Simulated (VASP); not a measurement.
Set up this calculation in VASP 6.6.1, as the native input.

```yaml
Task: single point
Functional: LDA
Potentials_or_basis: VASP PAW LDA potentials, release 64 (Si)
Cutoff: 520 eV
k_mesh: 13 × 13 × 13
Occupations: fermi-dirac, width 0.1 eV
Spin: no spin polarisation
Dipole_correction: no
Further_INCAR_settings: ALGO = Normal; EDIFF = 1e-06; NBANDS = 11
```

The structure of Si lies in POSCAR:

```
Si
1.0
    0.0000000000      2.6457451306      2.6457451306
    2.6457451306      0.0000000000      2.6457451306
    2.6457451306      2.6457451306      0.0000000000
Si
2
Direct
   -0.1250000000     -0.1250000000     -0.1250000000
    0.1250000000      0.1250000000      0.1250000000
```

These files were run (other wordings do the same):

INCAR

```
  ALGO = Normal
  EDIFF = 1E-6
  ENCUT = 520
  GGA = CA
  ISIF = 2
  ISMEAR = -1
  LASPH = T
  LCHARG = F
  LREAL = F
  LWAVE = F
  NBANDS = 11
  NELM = 100
  PREC = Accurate
  SIGMA = 0.1
```

KPOINTS

```
k-points
0
Gamma
  13 13 13
```

Potentials or basis: VASP PAW LDA potentials, release 64 (Si).

The run is started by

```sh
$ cat potpaw_LDA.64/Si/POTCAR > POTCAR
$ mpirun -np 1 vasp_std > vasp.out
```

It gave:

```json
{
 "Pressure": "6.9 GPa",
 "Band gap on the k mesh": "0.35 eV (least direct gap 2.55 eV)"
}
```

Caveat: the cell stands under pressure; an odd mesh through Γ misses points on the zone boundary, where band edges can lie.

It took 13 s on 1 thread of Intel(R) Xeon(R) Platinum 8559C (Emerald Rapids), on a shared host, peak memory 0.14 GiB.
